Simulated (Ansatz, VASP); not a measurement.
## BeS: VASP beside Ansatz

```xyz
2
Lattice="0.0000 2.4379 2.4379 2.4379 0.0000 2.4379 2.4379 2.4379 0.0000" Properties=species:S:1:pos:R:3 pbc="T T T"
Be    0.0000    0.0000    0.0000
S     1.2190    1.2190    1.2190
```

Alike in both runs: functional PBE; k mesh 8 × 8 × 8; occupations gaussian, width 0.02 eV; no spin polarisation.

Ansatz relaxed the structure, and its values are those at the end. VASP's run is a single point on that final structure, the one shown.

|  | VASP | Ansatz |
| --- | --- | --- |
| version | VASP 6.6.1 | Ansatz 0.2.0 |
| potentials or method | VASP PAW PBE potentials, release 64 (Be, S), cutoff 600 eV | scalar-relativistic, plane waves, PAW |
| valence electrons in the cell | 8 | 8 |

```tsv
	VASP	Ansatz	Ansatz less VASP
gap on the k mesh at the Fermi level (eV)	3.15	3.15	0.000
least direct gap on the mesh (eV)	5.68	5.66	-0.015
pressure (GPa)	0.1	0.0	-0.06
```
